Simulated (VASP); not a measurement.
# ZnSe (P6_3/mmc) in VASP: a series of runs, part 2 of 3

VASP 6.6.1. The steps go on from the part before.

### 3 Single point, PBE (volume changed by +3%)

INCAR

```
SYSTEM = ZnSe
PREC = Accurate
ENCUT = 520
EDIFF = 1E-6
ISMEAR = -1
SIGMA = 0.02
LREAL = .False.
LASPH = .True.
NELM = 60
ALGO = Normal
ISIF = 2
LWAVE = .False.
LCHARG = .False.
GGA = PE
NBANDS = 26
```

KPOINTS

```
Automatic mesh
0
Gamma
  6 6 4
  0 0 0
```

POSCAR

```
ZnSe
1.0
    3.8559794566      0.0000000000      0.0000000000
   -1.9279897283      3.3393761658      0.0000000000
    0.0000000000      0.0000000000      6.2440834332
Zn Se
2 2
Direct
    0.0000000000      0.0000000000      0.0000000000
    0.0000000000      0.0000000000      0.5000000000
    0.3333333333      0.6666666667      0.2500000000
    0.6666666667      0.3333333333      0.7500000000
```

Potentials or basis: VASP PAW PBE potentials, release 64 (Zn, Se).

Launch:

```bash
$ cat potpaw_PBE.64/Zn/POTCAR potpaw_PBE.64/Se/POTCAR > POTCAR
$ mpirun -np 1 vasp_std > vasp.out
```

OUTCAR:

```text
SYSTEM = ZnSe
   PREC = Accurate
   ENCUT = 520
   EDIFF = 1E-6
   ISMEAR = -1
   LREAL = .False.
   LASPH = .True.
   NELM = 60
   ISIF = 2
   GGA = PE

 ion  position               nearest neighbor table
   1  0.000  0.000  0.000-   3 2.72   4 2.72   3 2.72   4 2.72   4 2.72   3 2.72
   2  0.000  0.000  0.500-   3 2.72   4 2.72   3 2.72   4 2.72   4 2.72   3 2.72
   3  0.333  0.667  0.250-   1 2.72   2 2.72   1 2.72   2 2.72   1 2.72   2 2.72
   4  0.667  0.333  0.750-   1 2.72   2 2.72   1 2.72   2 2.72   1 2.72   2 2.72

  LATTYP: Found a hexagonal cell.
 ALAT       =     3.8559794566
 C/A-ratio  =     1.6193248702

  Lattice vectors:

 A1 = (   3.8559794566,   0.0000000000,   0.0000000000)
 A2 = (  -1.9279897283,   3.3393761658,   0.0000000000)
 A3 = (   0.0000000000,   0.0000000000,   6.2440834332)

Analysis of symmetry for initial positions (statically):
=====================================================================
 Subroutine PRICEL returns:
 Original cell was already a primitive cell.

 Routine SETGRP: Setting up the symmetry group for a
 hexagonal supercell.

 Subroutine GETGRP returns: Found 24 space group operations
 (whereof 12 operations were pure point group operations)
 out of a pool of 24 trial point group operations.

The static configuration has the point symmetry D_3d.
 The point group associated with its full space group is D_6h.

Analysis of symmetry for dynamics (positions and initial velocities):
=====================================================================
 Subroutine PRICEL returns:
 Original cell was already a primitive cell.

 Routine SETGRP: Setting up the symmetry group for a
 hexagonal supercell.

 Subroutine GETGRP returns: Found 24 space group operations
 (whereof 12 operations were pure point group operations)
 out of a pool of 24 trial point group operations.

The dynamic configuration has the point symmetry D_3d.
 The point group associated with its full space group is D_6h.

[... 115 lines left out ...]
   IALGO  =     38    algorithm
   IMIX   =      4    mixing-type and parameters
     AMIX     =   0.40;   BMIX     =  1.00
     AMIX_MAG =   1.60;   BMIX_MAG =  1.00
  volume/ion in A,a.u.               =      20.10       135.65
  Fermi-wavevector in a.u.,A,eV,Ry     =   1.252428  2.366746 21.341769  1.568576
  Thomas-Fermi vector in A             =   2.386329
   LORBIT       =      0    0 simple, 1 ext, 2 COOP (PROOUT), +10 PAW based schemes
   GGA     = PE    functional components
   LHFCALC =     F    Hartree Fock is set to
   AEXX    =    0.0000 exact exchange contribution
   IVDW    =     0    specifies the selected vdW correction
   LEPSILON=     F    determine dielectric tensor
   LRPA    =     F    only Hartree local field effects (RPA)
 non-spin polarized calculation
  energy-cutoff  :      520.00
  volume of cell :       80.40
 maximum number of plane-waves:      2202
 NGX is ok and might be reduce to    30
   NGX = 15   NGY = 15   NGZ = 23

 number of electron      36.0000002 magnetization

 Free energy of the ion-electron system (eV)
  ---------------------------------------------------
  ext. energy  EPLUGINS =         0.00000000
  ---------------------------------------------------
  free energy    TOTEN  =       -10.76827614 eV

  energy without entropy =      -10.76710719  energy(sigma->0) =      -10.76769166

 E-fermi :   2.7841     XC(G=0): -10.2017

 val. band max:        2.7689993795   @ k =   0.1667   0.0000   0.0000
 cond. band min:       2.9247136230   @ k =   0.0000   0.0000   0.0000
 fundamental gap:      0.1557142435
 Fermi energy:         2.7840837692

 k-point     1 :       0.0000    0.0000    0.0000
  band No.  band energies     occupation
      1     -10.7857      2.00000
      2      -9.5114      2.00000
      3      -4.1200      2.00000
      4      -4.0256      2.00000
      5      -4.0256      2.00000
      6      -3.9719      2.00000
[... 598 lines left out ...]
     25      12.1219      0.00000
     26      12.1219      0.00000

------------------------ aborting loop because EDIFF is reached ----------------------------------------

  FORCE on cell =-STRESS in cart. coord.  units (eV):
  Direction    XX          YY          ZZ          XY          YZ          ZX
  --------------------------------------------------------------------------------------
  -------------------------------------------------------------------------------------
  Total       -0.8685956     -0.8685956     -0.9433591     -0.0000000      0.0000000      0.0000000
  in kB      -17.3085017    -17.3085017    -18.7983125     -0.0000000      0.0000000      0.0000000
  external PRESSURE =     -17.8051053 kB  Pullay stress =       0.0000000 kB

 VOLUME and BASIS-vectors are now :
 -----------------------------------------------------------------------------
  energy-cutoff  :      520.00
  volume of cell :       80.40
      direct lattice vectors                 reciprocal lattice vectors
     3.855979457  0.000000000  0.000000000     0.259337481  0.149728565  0.000000000
    -1.927989728  3.339376166  0.000000000     0.000000000  0.299457129  0.000000000
     0.000000000  0.000000000  6.244083433     0.000000000  0.000000000  0.160151608

 POSITION                                       TOTAL-FORCE (eV/Angst)
 -----------------------------------------------------------------------------------
      0.00000      0.00000      0.00000        -0.000000     -0.000000      0.000000
      0.00000      0.00000      3.12204         0.000000     -0.000000      0.000000
     -0.00000      2.22625      1.56102         0.000000     -0.000000      0.000000
      1.92799      1.11313      4.68306        -0.000000      0.000000     -0.000000
 -----------------------------------------------------------------------------------
    total drift:                               -0.000000      0.000000      0.000000

  FREE ENERGIE OF THE ION-ELECTRON SYSTEM (eV)
  ---------------------------------------------------
  free  energy   TOTEN  =       -10.7682761386 eV

  energy  without entropy=      -10.7671071855  energy(sigma->0) =      -10.76769166
```

Wall time 36 s (1 thread of Intel Xeon Platinum 8259CL at 2.50GHz (Skylake/Cascade Lake), shared host); peak memory 0.21 GiB.

What came out:

- Free energy: -10.7683 eV
- Pressure: -1.8 GPa
- Band gap on the k mesh: zero (band 18 reaches 2.77 eV, above the bottom of band 19 at 2.38 eV)

Stress tensor (GPa, compression positive):
```
-1.73  0.00  0.00
 0.00 -1.73  0.00
 0.00  0.00 -1.88
```

Levels at points of the mesh, in eV from the Fermi level:
```tsv
k point	band 16	band 17	band 18	band 19	band 20	band 21
(0.00, 0.00, 0.00)	-0.36	-0.19	-0.19	0.14	2.93	6.01
(0.50, 0.00, 0.00)	-2.35	-2.24	-0.15	1.89	2.78	3.41
(0.00, 0.00, 0.50)	-0.35	-0.35	-0.35	2.60	2.60	6.05
(0.50, 0.00, 0.50)	-1.54	-1.44	-1.44	1.43	1.43	5.08
```

(Part 2 of 3 ends here.)
